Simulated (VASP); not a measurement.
# Ga3Se (P4/mmm) in VASP: further runs

The runs below take Ga3Se through relaxation of cell and atoms, single point, with PBE.

All numbers are computed with VASP 6.6.1; they aren't measurements. Logs are shortened: lines on timing, memory, paths and dates and some standing lists are left out, and cuts for length are marked.

### Step 1. The cell of the first run

It takes space group P4/mmm (No. 123, tetragonal). The conventional cell has a = 3.159 Å, b = 3.159 Å, c = 8.545 Å, α = 90.00°, β = 90.00°, γ = 90.00°. Ga (site symmetry 4/mmm) has 12 Ga at 2.77 to 3.16 Å within 3.6 Å. Within 3.5 Å of Ga (site symmetry 4mm) lie 1 Se at 2.64 Å and 9 Ga at 2.77 to 3.27 Å. Within 3.5 Å of Se (site symmetry 4/mmm) lie 2 Ga at 2.64 Å and 4 Se at 3.16 Å.

The cell was generated, and may not be a known phase.

### Step 2. Relaxation of cell and atoms, PBE

INCAR

```
PREC = Accurate ; ENCUT = 600
EDIFF = 1E-6 ; ISMEAR = 0
SIGMA = 0.1 ; LREAL = F
LASPH = T ; NELM = 100
ALGO = Normal ; ISIF = 3
LWAVE = F ; LCHARG = F
GGA = PE ; IBRION = 2
NSW = 90 ; EDIFFG = -0.04
```

KPOINTS

```
Automatic mesh
0
Gamma
  6 6 2
```

POSCAR

```
Ga3Se
1.0
    3.1594798257      0.0000000000      0.0000000000
    0.0000000000      3.1594798257      0.0000000000
    0.0000000000      0.0000000000      8.5448773008
Ga Se
3 1
Direct
    0.5000000000      0.5000000000      0.0000000000
    0.0000000000      0.0000000000      0.8086116638
    0.0000000000      0.0000000000      0.1913883362
    0.0000000000      0.0000000000      0.5000000000
```

Potentials or basis: VASP PAW PBE potentials, release 64 (Ga_d, Se).

The run is started by

```console
$ cat potpaw_PBE.64/Ga_d/POTCAR potpaw_PBE.64/Se/POTCAR > POTCAR
$ mpirun -np 1 vasp_std > vasp.out
```

OUTCAR:

```text
PREC = Accurate
   ENCUT = 600
   EDIFF = 1E-6
   ISMEAR = 0
   LREAL = F
   LASPH = T
   NELM = 100
   ISIF = 3
   GGA = PE
   IBRION = 2
   NSW = 90
   EDIFFG = -0.04

 ion  position               nearest neighbor table
   1  0.500  0.500  0.000-   2 2.77   3 2.77   2 2.77   3 2.77   2 2.77   3 2.77   2 2.77   3 2.77

   2  0.000  0.000  0.809-   4 2.64   1 2.77   1 2.77   1 2.77   1 2.77
   3  0.000  0.000  0.191-   4 2.64   1 2.77   1 2.77   1 2.77   1 2.77
   4  0.000  0.000  0.500-   2 2.64   3 2.64

  LATTYP: Found a simple tetragonal cell.
 ALAT       =     3.1594798257
 C/A-ratio  =     2.7045202920

  Lattice vectors:

 A1 = (   3.1594798257,   0.0000000000,   0.0000000000)
 A2 = (   0.0000000000,   3.1594798257,   0.0000000000)
 A3 = (   0.0000000000,   0.0000000000,   8.5448773008)

Analysis of symmetry for initial positions (statically):
=====================================================================
 Subroutine PRICEL returns:
 Original cell was already a primitive cell.

 Routine SETGRP: Setting up the symmetry group for a
 simple tetragonal supercell.

 Subroutine GETGRP returns: Found 16 space group operations
 (whereof 16 operations were pure point group operations)
 out of a pool of 16 trial point group operations.

The static configuration has the point symmetry D_4h.

Analysis of symmetry for dynamics (positions and initial velocities):
=====================================================================
 Subroutine PRICEL returns:
 Original cell was already a primitive cell.

 Routine SETGRP: Setting up the symmetry group for a
 simple tetragonal supercell.

 Subroutine GETGRP returns: Found 16 space group operations
 (whereof 16 operations were pure point group operations)
 out of a pool of 16 trial point group operations.

The dynamic configuration has the point symmetry D_4h.

 Subroutine INISYM returns: Found 16 space group operations
 (whereof 16 operations are pure point group operations),
 and found     1 'primitive' translations

----------------------------------------------------------------------------------------

                                     Primitive cell

  volume of cell :      85.2976

  direct lattice vectors                    reciprocal lattice vectors
     3.159479826  0.000000000  0.000000000     0.316507797  0.000000000  0.000000000
     0.000000000  3.159479826  0.000000000     0.000000000  0.316507797  0.000000000
     0.000000000  0.000000000  8.544877301     0.000000000  0.000000000  0.117029182

  length of vectors
     3.159479826  3.159479826  8.544877301     0.316507797  0.316507797  0.117029182

  position of ions in fractional coordinates (direct lattice)
     0.500000000  0.500000000  0.000000000
     0.000000000  0.000000000  0.808611664
     0.000000000  0.000000000  0.191388336
     0.000000000  0.000000000  0.500000000

  ion indices of the primitive-cell ions
   primitive index   ion index
                 1           1
                 2           2
                 3           3
                 4           4

----------------------------------------------------------------------------------------

 KPOINTS: Automatic mesh

Automatic generation of k-mesh.
 Grid dimensions read from file:
 generate k-points for:    6    6    2

 Generating k-lattice:

  Cartesian coordinates                     Fractional coordinates (reciprocal lattice)
     0.052751300  0.000000000  0.000000000     0.166666667  0.000000000  0.000000000
     0.000000000  0.052751300  0.000000000     0.000000000  0.166666667  0.000000000
     0.000000000  0.000000000  0.058514591     0.000000000  0.000000000  0.500000000

  Length of vectors
     0.052751300  0.052751300  0.058514591

  Shift w.r.t. Gamma in fractional coordinates (k-lattice)
     0.000000000  0.000000000  0.000000000

 Subroutine IBZKPT returns following result:
 ===========================================

 Found     20 irreducible k-points:

 Following reciprocal coordinates:
            Coordinates               Weight
  0.000000  0.000000  0.000000      1.000000
  0.166667  0.000000  0.000000      4.000000
  0.333333  0.000000  0.000000      4.000000
  0.500000  0.000000  0.000000      2.000000
  0.166667  0.166667  0.000000      4.000000
  0.333333  0.166667  0.000000      8.000000
[... 12 lines left out ...]
  0.500000  0.333333  0.500000      4.000000
  0.500000  0.500000  0.500000      1.000000
   k-points           NKPTS =     20   k-points in BZ     NKDIM =     20   number of bands    NBANDS=     27
   number of dos      NEDOS =    301   number of ions     NIONS =      4
   total plane-waves  NPLWV =  54880
   dimension x,y,z NGX =    28 NGY =   28 NGZ =   70
   dimension x,y,z NGXF=    56 NGYF=   56 NGZF=  140
   ions per type =               3   1
   NGX,Y,Z   is equivalent  to a cutoff of  14.73, 14.73, 13.62 a.u.
   NGXF,Y,Z  is equivalent  to a cutoff of  29.47, 29.47, 27.24 a.u.
 SYSTEM =  unknown system
   PREC   = accura    normal or accurate (medium, high low for compatibility)
   ISTART =      0    job   : 0-new  1-cont  2-samecut
   ICHARG =      2    charge: 1-file 2-atom 10-const
   ISPIN  =      1    spin polarized calculation?
   LNONCOLLINEAR =      F non collinear calculations
   LSORBIT =      F    spin-orbit coupling
   LASPH  =      T    aspherical Exc in radial PAW
   ENCUT  =  600.0 eV  44.10 Ry    6.64 a.u.   6.31  6.31 17.07*2*pi/ulx,y,z
   NELM   =    100;   NELMIN=  2; NELMDL= -5     # of ELM steps
   EDIFF  = 0.1E-05   stopping-criterion for ELM
   LREAL  =      F    real-space projection
   EDIFFG = -.4E-01   stopping-criterion for IOM
   NSW    =     90    number of steps for IOM
   IBRION =      2    ionic relax: 0-MD 1-quasi-New 2-CG
   NFREE  =      1    steps in history (QN), initial steepest desc. (CG)
   ISIF   =      3    stress and relaxation
   ISYM   =      2    0-nonsym 1-usesym 2-fastsym
   POTIM  = 0.5000    time-step for ionic-motion
   TEBEG  =    0.0;   TEEND  =   0.0 temperature during run
   PSTRESS=    0.0 pullay stress
   NELECT =      45.0000    total number of electrons
   NUPDOWN=      -1.0000    fix difference up-down
   EMIN   =  10.00;   EMAX   =-10.00  energy-range for DOS
   EFERMI =   0.00;   METHOD = LEGACY
   ISMEAR =     0;   SIGMA  =   0.10  broadening in eV -4-tet -1-fermi 0-gaus
   EFERMI_NEDOS =   21; number of points for ismear=-14 and -15
   IALGO  =     38    algorithm
   IMIX   =      4    mixing-type and parameters
     AMIX     =   0.40;   BMIX     =  1.00
     AMIX_MAG =   1.60;   BMIX_MAG =  1.00
  volume/ion in A,a.u.               =      21.32       143.90
  Fermi-wavevector in a.u.,A,eV,Ry     =   1.322818  2.499763 23.808110  1.749847
  Thomas-Fermi vector in A             =   2.452471
   LORBIT       =      0    0 simple, 1 ext, 2 COOP (PROOUT), +10 PAW based schemes
   GGA     = PE    functional components
   LHFCALC =     F    Hartree Fock is set to
   AEXX    =    0.0000 exact exchange contribution
   IVDW    =     0    specifies the selected vdW correction
   LEPSILON=     F    determine dielectric tensor
   LRPA    =     F    only Hartree local field effects (RPA)
 conjugate gradient relaxation of ions
 non-spin polarized calculation
 Gauss-broadening in eV      SIGMA  =   0.10
  energy-cutoff  :      600.00
  volume of cell :       85.30
 maximum number of plane-waves:      2872
 NGX is ok and might be reduce to    28
   NGX = 13   NGY = 13   NGZ = 35

--------------------------------------- Ionic step        1  -------------------------------------------

 number of electron      45.0000010 magnetization

 Free energy of the ion-electron system (eV)
  ---------------------------------------------------
  ext. energy  EPLUGINS =         0.00000000
  ---------------------------------------------------
  free energy    TOTEN  =       -11.65805203 eV

  energy without entropy =      -11.63673124  energy(sigma->0) =      -11.64739163

 E-fermi :   4.4025     XC(G=0): -10.2042

 val. band max:        4.3913246819   @ k =   0.5000   0.3333   0.5000
 cond. band min:       4.4237877020   @ k =   0.3333   0.1667   0.5000
 fundamental gap:      0.0324630201
 Fermi energy:         4.4025318017

 k-point     1 :       0.0000    0.0000    0.0000
  band No.  band energies     occupation
      1     -10.7526      2.00000
      2     -10.7348      2.00000
      3     -10.6004      2.00000
      4     -10.6004      2.00000
      5     -10.5954      2.00000
      6     -10.5765      2.00000
[... 624 lines left out ...]
  energy  without entropy=      -11.6367312417  energy(sigma->0) =      -11.64739163

--------------------------------------- Ionic step        2  -------------------------------------------

 number of electron      44.9999998 magnetization

 E-fermi :   4.0903     XC(G=0): -10.0435

 val. band max:        4.0522734620   @ k =   0.1667   0.1667   0.5000
 cond. band min:       4.1044913498   @ k =   0.5000   0.3333   0.5000
 fundamental gap:      0.0522178878
 Fermi energy:         4.0903111191

 k-point     1 :       0.0000    0.0000    0.0000
  band No.  band energies     occupation
      1     -10.9857      2.00000
      2     -10.9804      2.00000
      3     -10.8803      2.00000
      4     -10.8478      2.00000
      5     -10.8478      2.00000
      6     -10.8294      2.00000
[... 776 lines left out ...]
  energy  without entropy=      -11.7348050567  energy(sigma->0) =      -11.74084921

--------------------------------------- Ionic step        7  -------------------------------------------

 number of electron      44.9999986 magnetization

 Free energy of the ion-electron system (eV)
  ---------------------------------------------------
  ext. energy  EPLUGINS =         0.00000000
  ---------------------------------------------------
  free energy    TOTEN  =       -11.74773457 eV

  energy without entropy =      -11.73473058  energy(sigma->0) =      -11.74123258

 E-fermi :   3.8901     XC(G=0):  -9.9490

 val. band max:        3.8568005464   @ k =   0.5000   0.1667   0.5000
 cond. band min:       3.9457319633   @ k =   0.5000   0.3333   0.5000
 fundamental gap:      0.0889314169
 Fermi energy:         3.8900961497

 k-point     1 :       0.0000    0.0000    0.0000
  band No.  band energies     occupation
      1     -11.1619      2.00000
      2     -11.1208      2.00000
      3     -11.0530      2.00000
      4     -11.0024      2.00000
      5     -11.0024      2.00000
      6     -11.0021      2.00000
[... 620 lines left out ...]
  FREE ENERGIE OF THE ION-ELECTRON SYSTEM (eV)
  ---------------------------------------------------
  free  energy   TOTEN  =       -11.7477345747 eV

  energy  without entropy=      -11.7347305838  energy(sigma->0) =      -11.74123258

 reached required accuracy - stopping structural energy minimisation
```

Wall time 4.4 min (1 thread of AMD EPYC 7R13 (Zen 3), shared host); peak memory 0.22 GiB.

Results:

* Free energy: -11.7477 eV
* Relaxed volume: 22.51 Å³/atom
* Relaxed cell: a = 3.261 Å, b = 3.261 Å, c = 8.470 Å, α = 90.00°, β = 90.00°, γ = 90.00°
* Space group after relaxing (to 0.1 Å): P4/mmm (No. 123)
* Energy gained by relaxing: 22.4 meV/atom
* Ionic steps: 7
* Pressure after relaxing: 0.0 GPa
* Largest force after relaxing: 0.026 eV/Å
* Band gap on the k mesh: zero (an odd number of electrons rules out a gap without spin polarisation)

Forces on the atoms (eV/Å):
```
Ga   0.000  0.000  0.000
Ga   0.000  0.000 -0.026
Ga   0.000  0.000  0.026
Se   0.000  0.000  0.000
```

Step by step:
| step | energy change (eV) | largest force (eV/Å) | pressure (GPa) | volume (Å³) |
| --- | --- | --- | --- | --- |
| 1 | 0.0000 | 0.6282 | 1.79 | 85.30 |
| 2 | -0.0609 | 0.3590 | 0.35 | 88.27 |
| 3 | -0.0812 | 0.1398 | -0.81 | 91.55 |
| 4 | -0.0887 | 0.0075 | -0.15 | 90.32 |
| 5 | -0.0889 | 0.0242 | -0.25 | 90.44 |
| 6 | -0.0888 | 0.0186 | -0.13 | 90.42 |
| 7 | -0.0897 | 0.0257 | -0.03 | 90.05 |

Final structure:
```xyz
4
Lattice="3.2607 0.0000 0.0000 0.0000 3.2607 0.0000 0.0000 0.0000 8.4696" Properties=species:S:1:pos:R:3 pbc="T T T"
Ga    1.6304    1.6304    8.4696
Ga    3.2607    0.0000    6.7711
Ga    0.0000    0.0000    1.6984
Se    0.0000    3.2607    4.2348
```

Caveat: the k points lie up to 0.37 Å⁻¹ apart in the final cell, too coarse for converged energies and pressures of a metal.

### Step 3. Single point, PBE

This run uses another cell than the first one, of 20.42 Å³/atom.

INCAR

```
SYSTEM = Ga3Se
PREC = Accurate
ENCUT = 520
EDIFF = 1E-6
ISMEAR = 0
SIGMA = 0.1
LREAL = .FALSE.
LASPH = .TRUE.
NELM = 60
ALGO = Normal
ISIF = 2
LWAVE = .FALSE.
LCHARG = .FALSE.
GGA = PE
NBANDS = 30
```

KPOINTS

```
Automatic mesh
0
G
  14 14 6
  0 0 0
```

POSCAR

```
Ga3Se
1.0
    2.8441152945      0.0000000000      0.0000000000
    0.0000000000      2.8441152945      0.0000000000
    0.0000000000      0.0000000000     10.0962800704
Ga Se
3 1
Direct
    0.5000000000      0.5000000000      0.0000000000
    0.0000000000      0.0000000000      0.7723560382
    0.0000000000      0.0000000000      0.2276439618
    0.0000000000      0.0000000000      0.5000000000
```

Potentials or basis: VASP PAW PBE potentials, release 64 (Ga_d, Se).

The run is started by

```console
$ cat potpaw_PBE.64/Ga_d/POTCAR potpaw_PBE.64/Se/POTCAR > POTCAR
$ mpirun -np 1 vasp_std > vasp.out
```

Wall time 5.4 min (1 thread of AMD EPYC 7R13 (Zen 3), shared host); peak memory 0.39 GiB.

The run converged. Its results:

* Free energy: -12.1274 eV
* Pressure: 0.1 GPa
* Band gap on the k mesh: zero (an odd number of electrons rules out a gap without spin polarisation)

Levels at points of the mesh, in eV from the Fermi level:
| k point | band 21 | band 22 | band 23 | band 24 | band 25 | band 26 |
| --- | --- | --- | --- | --- | --- | --- |
| (0.00, 0.00, 0.00) | 1.01 | 2.04 | 2.04 | 2.62 | 7.26 | 7.26 |
| (0.50, 0.00, 0.00) | -3.33 | -1.98 | -1.50 | -0.46 | 2.71 | 3.39 |
| (0.50, 0.50, 0.00) | -1.24 | -0.99 | -0.78 | 0.21 | 0.21 | 1.07 |
| (0.00, 0.00, 0.50) | -1.69 | 2.04 | 2.04 | 5.39 | 7.18 | 7.18 |
| (0.50, 0.00, 0.50) | -3.75 | -3.00 | -1.04 | 0.61 | 2.44 | 3.39 |
| (0.50, 0.50, 0.50) | -1.35 | -0.99 | -0.35 | 0.30 | 0.55 | 0.55 |

### Step 4. Single point, PBE

This run uses another cell than the first one, of 20.41 Å³/atom.

INCAR

```
SYSTEM = Ga3Se
PREC     = Accurate       ! precision mode
ENCUT    = 520            ! plane-wave cutoff, eV
EDIFF    = 1E-6           ! SCF threshold, eV
ISMEAR   = 0              ! smearing method
SIGMA    = 0.1            ! smearing width, eV
LREAL    = .FALSE.        ! projectors in reciprocal space
LASPH    = .TRUE.         ! aspherical terms in the spheres
NELM     = 60             ! most SCF steps
ALGO     = Normal         ! electronic algorithm
ISIF     = 2              ! what is computed and relaxed
LWAVE    = .FALSE.        ! write WAVECAR
LCHARG   = .FALSE.        ! write CHGCAR
GGA      = PE             ! functional
NBANDS   = 30             ! bands
```

KPOINTS

```
Automatic mesh
0
G
  16 16 6
  0 0 0
```

POSCAR

```
Ga3Se
1.0
    2.7926194102      0.0000000000      0.0000000000
    0.0000000000      2.7926194102      0.0000000000
    0.0000000000      0.0000000000     10.4678127146
Ga Se
3 1
Direct
    0.5000000000      0.5000000000      0.0000000000
    0.0000000000      0.0000000000      0.7712048154
    0.0000000000      0.0000000000      0.2287951846
    0.0000000000      0.0000000000      0.5000000000
```

The run is started by

```console
$ cat potpaw_PBE.64/Ga_d/POTCAR potpaw_PBE.64/Se/POTCAR > POTCAR
$ mpirun -np 1 vasp_std > vasp.out
```

It took 6.5 min on 1 thread of AMD EPYC 7R13 (Zen 3), shared host; peak memory 0.44 GiB.

It converged, with:

```yaml
Free_energy: -12.1506 eV
Pressure: 0.1 GPa
Largest_force: 0.003 eV/Å
Band_gap_on_the_k_mesh: zero (an odd number of electrons rules out a gap without spin polarisation)
```

Forces on the atoms (eV/Å):
```
Ga   0.000  0.000  0.000
Ga   0.000  0.000  0.003
Ga   0.000  0.000 -0.003
Se   0.000  0.000  0.000
```

Levels at points of the mesh, in eV from the Fermi level:
```
           k point  band 20  band 21  band 22  band 23  band 24  band 25  band 26  band 27
(0.00, 0.00, 0.00)    -5.22     0.15     1.76     2.13     2.13     7.87     7.87     8.48
(0.50, 0.00, 0.00)    -5.39    -3.40    -2.12    -1.79    -0.93     2.46     3.61     4.33
(0.50, 0.50, 0.00)    -1.08    -1.08    -0.63    -0.45     0.25     0.25     1.14     2.47
(0.00, 0.00, 0.50)    -3.34    -2.20     2.13     2.13     4.27     6.45     7.80     7.80
(0.50, 0.00, 0.50)    -4.49    -3.71    -3.14    -1.37     0.04     2.18     3.52     3.61
(0.50, 0.50, 0.50)    -1.17    -1.17    -0.63    -0.09     0.51     0.51     0.52     2.14
```

### Step 5. Overview

```csv
task,cell,k mesh,cutoff (eV),gap on the mesh (eV),pressure (GPa)
relaxation of cell and atoms,"relaxed from a = 3.159, b = 3.159, c = 8.545 Å, 4 atoms, atomic positions A",6 × 6 × 2,600,none,0.0
single point,"a = 2.844, b = 2.844, c = 10.096 Å, 4 atoms, atomic positions B",14 × 14 × 6,520,none,0.1
single point,"a = 2.793, b = 2.793, c = 10.468 Å, 4 atoms, atomic positions C",16 × 16 × 6,520,none,0.1
```

Alike in all rows: level PBE; potentials or basis VASP PAW PBE potentials, release 64 (Ga_d, Se); no spin polarisation; smearing gaussian 0.1 eV.

Caveats: some runs use coarse meshes.

Absolute energies hang on the potentials; compare differences alone.

The gap in the log of VASP goes by the Fermi energy; the results here count the filled bands.